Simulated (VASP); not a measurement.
# AlIn3Sb2N2 (P4/mmm) in VASP: notebook

The runs below take AlIn3Sb2N2 through single point, with PBE.

Everything below comes from runs of VASP 6.6.1. Logs are shortened: lines on timing, memory, paths and dates and some standing lists are left out, and cuts for length are marked.

### 1 The cell of the first run

Symmetry: P4/mmm, No. 123, tetragonal system. Conventional cell: a = 5.122 Å, b = 5.122 Å, c = 6.557 Å, α = 90.00°, β = 90.00°, γ = 90.00°. Al (site symmetry 4/mmm) has 4 N at 2.56 Å and 2 In at 3.28 Å within 3.4 Å. In (site symmetry mmm) has 2 In at 2.56 Å and 4 Sb at 3.23 Å and 2 N at 3.28 Å within 3.4 Å. In (site symmetry 4/mmm) has 4 In at 2.56 Å and 2 Al at 3.28 Å within 3.4 Å. Sb (site symmetry 4mm) has 1 Sb at 2.63 Å and 4 N at 2.88 Å and 4 In at 3.23 Å within 3.5 Å. Within 3.4 Å of N (site symmetry mmm) lie 2 Al at 2.56 Å and 4 Sb at 2.88 Å and 2 In at 3.28 Å.

### 2 Single point, PBE

INCAR

```
SYSTEM = AlIn3Sb2N2
  PREC = Accurate
  ENCUT = 520
  EDIFF = 1E-6
  ISMEAR = 0
  SIGMA = 0.15
  LREAL = .False.
  LASPH = .True.
  NELM = 80
  ALGO = Normal
  ISIF = 2
  LWAVE = .False.
  LCHARG = .True.
  GGA = PE
  LELF = .True.
  LVHAR = .True.
  NBANDS = 41
```

KPOINTS

```
Automatic mesh
0
Gamma
  3 3 2
  0 0 0
```

POSCAR

```
AlIn3Sb2N2
1.0
    5.1221844699      0.0000000000      0.0000000000
    0.0000000000      5.1221844699      0.0000000000
    0.0000000000      0.0000000000      6.5572456929
Al In Sb N
1 3 2 2
Direct
    0.5000000000      0.5000000000      0.5000000000
    0.0000000000      0.5000000000      0.0000000000
    0.5000000000      0.0000000000      0.0000000000
    0.5000000000      0.5000000000      0.0000000000
    0.0000000000      0.0000000000      0.2993509191
    0.0000000000      0.0000000000      0.7006490809
    0.0000000000      0.5000000000      0.5000000000
    0.5000000000      0.0000000000      0.5000000000
```

Potentials or basis: VASP PAW PBE potentials, release 64 (Al, In_d, Sb, N).

Started as:

```bash
$ cat potpaw_PBE.64/Al/POTCAR potpaw_PBE.64/In_d/POTCAR potpaw_PBE.64/Sb/POTCAR potpaw_PBE.64/N/POTCAR > POTCAR
$ mpirun -np 1 vasp_std > vasp.out
```

OUTCAR:

```text
SYSTEM = AlIn3Sb2N2
   PREC = Accurate
   ENCUT = 520
   EDIFF = 1E-6
   ISMEAR = 0
   LREAL = .False.
   LASPH = .True.
   NELM = 80
   ISIF = 2
   GGA = PE

 ion  position               nearest neighbor table
   1  0.500  0.500  0.500-   7 2.56   8 2.56   8 2.56   7 2.56   4 3.28   4 3.28
   2  0.000  0.500  0.000-   4 2.56   4 2.56   6 3.23   5 3.23   6 3.23   5 3.23   3 3.62   3 3.62
                             3 3.62   3 3.62
   3  0.500  0.000  0.000-   4 2.56   4 2.56   6 3.23   5 3.23   5 3.23   6 3.23   2 3.62   2 3.62
                             2 3.62   2 3.62
   4  0.500  0.500  0.000-   2 2.56   3 2.56   3 2.56   2 2.56   1 3.28   1 3.28
   5  0.000  0.000  0.299-   6 2.63   3 3.23   2 3.23   2 3.23   3 3.23
   6  0.000  0.000  0.701-   5 2.63   3 3.23   2 3.23   2 3.23   3 3.23
   7  0.000  0.500  0.500-   1 2.56   1 2.56
   8  0.500  0.000  0.500-   1 2.56   1 2.56

  LATTYP: Found a simple tetragonal cell.
 ALAT       =     5.1221844699
 C/A-ratio  =     1.2801658612

  Lattice vectors:

 A1 = (   5.1221844699,   0.0000000000,   0.0000000000)
 A2 = (   0.0000000000,   5.1221844699,   0.0000000000)
 A3 = (   0.0000000000,   0.0000000000,   6.5572456929)

Analysis of symmetry for initial positions (statically):
=====================================================================
 Subroutine PRICEL returns:
 Original cell was already a primitive cell.

 Routine SETGRP: Setting up the symmetry group for a
 simple tetragonal supercell.

 Subroutine GETGRP returns: Found 16 space group operations
 (whereof 16 operations were pure point group operations)
 out of a pool of 16 trial point group operations.

The static configuration has the point symmetry D_4h.

Analysis of symmetry for dynamics (positions and initial velocities):
=====================================================================
 Subroutine PRICEL returns:
 Original cell was already a primitive cell.

 Routine SETGRP: Setting up the symmetry group for a
 simple tetragonal supercell.

 Subroutine GETGRP returns: Found 16 space group operations
 (whereof 16 operations were pure point group operations)
 out of a pool of 16 trial point group operations.

The dynamic configuration has the point symmetry D_4h.

 Subroutine INISYM returns: Found 16 space group operations
 (whereof 16 operations are pure point group operations),
 and found     1 'primitive' translations

----------------------------------------------------------------------------------------

                                     Primitive cell

  volume of cell :     172.0410

  direct lattice vectors                    reciprocal lattice vectors
     5.122184470  0.000000000  0.000000000     0.195229205  0.000000000  0.000000000
     0.000000000  5.122184470  0.000000000     0.000000000  0.195229205  0.000000000
     0.000000000  0.000000000  6.557245693     0.000000000  0.000000000  0.152503055

  length of vectors
     5.122184470  5.122184470  6.557245693     0.195229205  0.195229205  0.152503055

  position of ions in fractional coordinates (direct lattice)
     0.500000000  0.500000000  0.500000000
     0.000000000  0.500000000  0.000000000
     0.500000000  0.000000000  0.000000000
     0.500000000  0.500000000  0.000000000
     0.000000000  0.000000000  0.299350919
     0.000000000  0.000000000  0.700649081
     0.000000000  0.500000000  0.500000000
     0.500000000  0.000000000  0.500000000

  ion indices of the primitive-cell ions
   primitive index   ion index
                 1           1
                 2           2
                 3           3
                 4           4
                 5           5
                 6           6
                 7           7
                 8           8

----------------------------------------------------------------------------------------

 KPOINTS: Automatic mesh

Automatic generation of k-mesh.
 Grid dimensions read from file:
 generate k-points for:    3    3    2

 Generating k-lattice:

  Cartesian coordinates                     Fractional coordinates (reciprocal lattice)
     0.065076402  0.000000000  0.000000000     0.333333333  0.000000000  0.000000000
     0.000000000  0.065076402  0.000000000     0.000000000  0.333333333  0.000000000
     0.000000000  0.000000000  0.076251527     0.000000000  0.000000000  0.500000000

  Length of vectors
     0.065076402  0.065076402  0.076251527

  Shift w.r.t. Gamma in fractional coordinates (k-lattice)
     0.000000000  0.000000000  0.000000000

 Subroutine IBZKPT returns following result:
 ===========================================

 Found      6 irreducible k-points:

 Following reciprocal coordinates:
            Coordinates               Weight
  0.000000  0.000000  0.000000      1.000000
  0.333333  0.000000  0.000000      4.000000
  0.333333  0.333333  0.000000      4.000000
  0.000000  0.000000  0.500000      1.000000
  0.333333  0.000000  0.500000      4.000000
  0.333333  0.333333  0.500000      4.000000
   k-points           NKPTS =      6   k-points in BZ     NKDIM =      6   number of bands    NBANDS=     41
   number of dos      NEDOS =    301   number of ions     NIONS =      8
   total plane-waves  NPLWV =  80000
   dimension x,y,z NGX =    40 NGY =   40 NGZ =   50
   dimension x,y,z NGXF=    80 NGYF=   80 NGZF=  100
   ions per type =               1   3   2   2
   NGX,Y,Z   is equivalent  to a cutoff of  12.98, 12.98, 12.68 a.u.
   NGXF,Y,Z  is equivalent  to a cutoff of  25.96, 25.96, 25.35 a.u.
 SYSTEM =  AlIn3Sb2N2
   PREC   = accura    normal or accurate (medium, high low for compatibility)
   ISTART =      0    job   : 0-new  1-cont  2-samecut
   ICHARG =      2    charge: 1-file 2-atom 10-const
   ISPIN  =      1    spin polarized calculation?
   LNONCOLLINEAR =      F non collinear calculations
   LSORBIT =      F    spin-orbit coupling
   LASPH  =      T    aspherical Exc in radial PAW
   ENCUT  =  520.0 eV  38.22 Ry    6.18 a.u.   9.52  9.52 12.19*2*pi/ulx,y,z
   NELM   =     80;   NELMIN=  2; NELMDL= -5     # of ELM steps
   EDIFF  = 0.1E-05   stopping-criterion for ELM
   LREAL  =      F    real-space projection
[... 7 lines left out ...]
   TEBEG  =    0.0;   TEEND  =   0.0 temperature during run
   PSTRESS=    0.0 pullay stress
   NELECT =      62.0000    total number of electrons
   NUPDOWN=      -1.0000    fix difference up-down
   EMIN   =  10.00;   EMAX   =-10.00  energy-range for DOS
   EFERMI =   0.00;   METHOD = LEGACY
   ISMEAR =     0;   SIGMA  =   0.15  broadening in eV -4-tet -1-fermi 0-gaus
   EFERMI_NEDOS =   21; number of points for ismear=-14 and -15
   IALGO  =     38    algorithm
   IMIX   =      4    mixing-type and parameters
     AMIX     =   0.40;   BMIX     =  1.00
     AMIX_MAG =   1.60;   BMIX_MAG =  1.00
  volume/ion in A,a.u.               =      21.51       145.12
  Fermi-wavevector in a.u.,A,eV,Ry     =   1.165006  2.201542 18.466352  1.357239
  Thomas-Fermi vector in A             =   2.301537
   LORBIT       =      0    0 simple, 1 ext, 2 COOP (PROOUT), +10 PAW based schemes
   GGA     = PE    functional components
   LHFCALC =     F    Hartree Fock is set to
   AEXX    =    0.0000 exact exchange contribution
   IVDW    =     0    specifies the selected vdW correction
   LEPSILON=     F    determine dielectric tensor
   LRPA    =     F    only Hartree local field effects (RPA)
 non-spin polarized calculation
 Gauss-broadening in eV      SIGMA  =   0.15
  energy-cutoff  :      520.00
  volume of cell :      172.04
 maximum number of plane-waves:      4685
 NGX is ok and might be reduce to    40
   NGX = 19   NGY = 19   NGZ = 25

 number of electron      61.9999977 magnetization

 Free energy of the ion-electron system (eV)
  ---------------------------------------------------
  ext. energy  EPLUGINS =         0.00000000
  ---------------------------------------------------
  free energy    TOTEN  =       -28.17814077 eV

  energy without entropy =      -28.12408656  energy(sigma->0) =      -28.15111367

 E-fermi :   6.8754     XC(G=0): -10.1383

 val. band max:        6.8662820868   @ k =   0.0000   0.0000   0.0000
 cond. band min:       6.9266003988   @ k =   0.3333   0.0000   0.0000
 fundamental gap:      0.0603183120
 Fermi energy:         6.8753547654

 k-point     1 :       0.0000    0.0000    0.0000
  band No.  band energies     occupation
      1      -9.3110      2.00000
      2      -8.8860      2.00000
      3      -8.7045      2.00000
      4      -8.3644      2.00000
      5      -8.3644      2.00000
      6      -7.9312      2.00000
[... 33 lines left out ...]
     40      11.9090      0.00000
     41      11.9232      0.00000

 k-point     2 :       0.3333    0.0000    0.0000
  band No.  band energies     occupation
      1      -9.1724      2.00000
      2      -8.5527      2.00000
      3      -8.5488      2.00000
      4      -8.3568      2.00000
      5      -8.1582      2.00000
      6      -7.9012      2.00000
[... 33 lines left out ...]
     40      11.7087      0.00000
     41      11.7241      0.00000

 k-point     3 :       0.3333    0.3333    0.0000
  band No.  band energies     occupation
      1      -8.7873      2.00000
      2      -8.4695      2.00000
      3      -8.3610      2.00000
      4      -8.1611      2.00000
      5      -8.1330      2.00000
      6      -7.9467      2.00000
[... 33 lines left out ...]
     40      11.6347      0.00000
     41      12.0228      0.00000

 k-point     4 :       0.0000    0.0000    0.5000
  band No.  band energies     occupation
      1      -9.3110      2.00000
      2      -8.8847      2.00000
      3      -8.7044      2.00000
      4      -8.3648      2.00000
      5      -8.3648      2.00000
      6      -7.9284      2.00000
[... 33 lines left out ...]
     40      11.5342      0.00000
     41      11.5343      0.00000

 k-point     5 :       0.3333    0.0000    0.5000
  band No.  band energies     occupation
      1      -9.1723      2.00000
      2      -8.5510      2.00000
      3      -8.5487      2.00000
      4      -8.3570      2.00000
      5      -8.1600      2.00000
      6      -7.8991      2.00000
[... 33 lines left out ...]
     40      11.3632      0.00000
     41      12.0380      0.00000

 k-point     6 :       0.3333    0.3333    0.5000
  band No.  band energies     occupation
      1      -8.7871      2.00000
      2      -8.4681      2.00000
      3      -8.3608      2.00000
      4      -8.1621      2.00000
      5      -8.1337      2.00000
      6      -7.9464      2.00000
[... 33 lines left out ...]
     40      11.1178      0.00000
     41      11.9033      0.00000

------------------------ aborting loop because EDIFF is reached ----------------------------------------

  FORCE on cell =-STRESS in cart. coord.  units (eV):
  Direction    XX          YY          ZZ          XY          YZ          ZX
  --------------------------------------------------------------------------------------
  -------------------------------------------------------------------------------------
  Total        0.6022022      0.6022022      0.3300539      0.0000000      0.0000000      0.0000000
  in kB        5.6081681      5.6081681      3.0737143      0.0000000      0.0000000      0.0000000
  external PRESSURE =       4.7633502 kB  Pullay stress =       0.0000000 kB

 VOLUME and BASIS-vectors are now :
 -----------------------------------------------------------------------------
  energy-cutoff  :      520.00
  volume of cell :      172.04
      direct lattice vectors                 reciprocal lattice vectors
     5.122184470  0.000000000  0.000000000     0.195229205  0.000000000  0.000000000
     0.000000000  5.122184470  0.000000000     0.000000000  0.195229205  0.000000000
     0.000000000  0.000000000  6.557245693     0.000000000  0.000000000  0.152503055

 POSITION                                       TOTAL-FORCE (eV/Angst)
 -----------------------------------------------------------------------------------
      2.56109      2.56109      3.27862         0.000000     -0.000000     -0.000000
      0.00000      2.56109      0.00000         0.000000     -0.000000     -0.000000
      2.56109      0.00000      0.00000         0.000000     -0.000000     -0.000000
      2.56109      2.56109      0.00000         0.000000     -0.000000     -0.000000
      0.00000      0.00000      1.96292         0.000000     -0.000000     -0.088325
      0.00000      0.00000      4.59433        -0.000000      0.000000      0.088325
      0.00000      2.56109      3.27862         0.000000     -0.000000     -0.000000
      2.56109      0.00000      3.27862         0.000000     -0.000000     -0.000000
 -----------------------------------------------------------------------------------
    total drift:                               -0.000000      0.000000     -0.000000

  FREE ENERGIE OF THE ION-ELECTRON SYSTEM (eV)
  ---------------------------------------------------
  free  energy   TOTEN  =       -28.1781407723 eV

  energy  without entropy=      -28.1240865609  energy(sigma->0) =      -28.15111367
```

It took 28 s on 1 thread of Intel Xeon 6975P-C (Granite Rapids), shared host; peak memory 0.29 GiB.

Results:

```
Free energy            : -28.1781 eV
Pressure               : 0.5 GPa
Largest force          : 0.088 eV/Å
Band gap on the k mesh : zero (band 31 reaches 7.84 eV, above the bottom of band 32 at 6.33 eV)
```

Forces in eV/Å, atoms in the order of the input:
```
Al   0.000  0.000  0.000
In   0.000  0.000  0.000
In   0.000  0.000  0.000
In   0.000  0.000  0.000
Sb   0.000  0.000 -0.088
Sb   0.000  0.000  0.088
N    0.000  0.000  0.000
N    0.000  0.000  0.000
```

Stress tensor (GPa, compression positive):
```
0.56 0.00 0.00
0.00 0.56 0.00
0.00 0.00 0.31
```

Caveat: the k points lie up to 0.48 Å⁻¹ apart; spin-orbit coupling is left out, which moves the levels of the heavy elements.

### 3 Single point, PBE

This run uses another cell than the first one, of 21.72 Å³/atom, 1.010 times its volume.

INCAR

```
PREC = Accurate
ENCUT = 520
EDIFF = 1E-7
ISMEAR = 0
SIGMA = 0.15
LREAL = False
LASPH = True
NELM = 100
ALGO = Normal
ISIF = 2
LWAVE = False
LCHARG = False
GGA = PE
NBANDS = 41
```

KPOINTS

```
regular mesh
0
Gamma
  2 2 2
```

POSCAR

```
AlIn3Sb2N2
1.0
    5.3888747719      0.0000000000      0.0000000000
    0.0000000000      5.3888747719      0.0000000000
    0.0000000000      0.0000000000      5.9827371689
Al In Sb N
1 3 2 2
Direct
    0.5000000000      0.5000000000      0.0000000000
    0.0000000000      0.5000000000      0.5000000000
    0.5000000000      0.0000000000      0.5000000000
    0.5000000000      0.5000000000      0.5000000000
    0.0000000000      0.5000000000      0.0000000000
    0.5000000000      0.0000000000      0.0000000000
    0.0000000000      0.0000000000      0.5000000000
    0.0000000000      0.0000000000      0.0000000000
```

Potentials or basis: VASP PAW PBE potentials, release 64 (Al, In_d, Sb, N).

Started as:

```bash
$ cat potpaw_PBE.64/Al/POTCAR potpaw_PBE.64/In_d/POTCAR potpaw_PBE.64/Sb/POTCAR potpaw_PBE.64/N/POTCAR > POTCAR
$ mpirun -np 1 vasp_std > vasp.out
```

It took 30 s on 1 thread of Intel Xeon 6975P-C (Granite Rapids), shared host; peak memory 0.28 GiB.

The run converged. Its results:

| Quantity | Value |
| --- | --- |
| Free energy | -28.0161 eV |
| Pressure | -0.4 GPa |
| Band gap on the k mesh | zero (band 31 reaches 6.56 eV, above the bottom of band 32 at 6.07 eV) |

Stress tensor (GPa, compression positive):
```
-0.56  0.00  0.00
 0.00 -0.56  0.00
 0.00  0.00 -0.08
```

Levels at points of the mesh, in eV from the Fermi level:
| k point | band 29 | band 30 | band 31 | band 32 | band 33 | band 34 |
| --- | --- | --- | --- | --- | --- | --- |
| (0.00, 0.00, 0.00) | -1.97 | -1.97 | -1.21 | 0.27 | 0.27 | 0.94 |
| (0.50, 0.00, 0.00) | -0.85 | -0.54 | -0.46 | 0.07 | 0.08 | 1.05 |
| (0.50, 0.50, 0.00) | -0.36 | -0.36 | -0.04 | 0.61 | 0.61 | 1.08 |
| (0.00, 0.00, 0.50) | -1.54 | -0.90 | -0.38 | -0.38 | 0.22 | 0.87 |
| (0.50, 0.00, 0.50) | -0.59 | -0.52 | -0.51 | 0.43 | 1.15 | 1.48 |
| (0.50, 0.50, 0.50) | -0.27 | 0.08 | 0.11 | 1.64 | 1.72 | 1.72 |

Caveat: the k points lie up to 0.58 Å⁻¹ apart; spin-orbit coupling is left out, which moves the levels of the heavy elements.
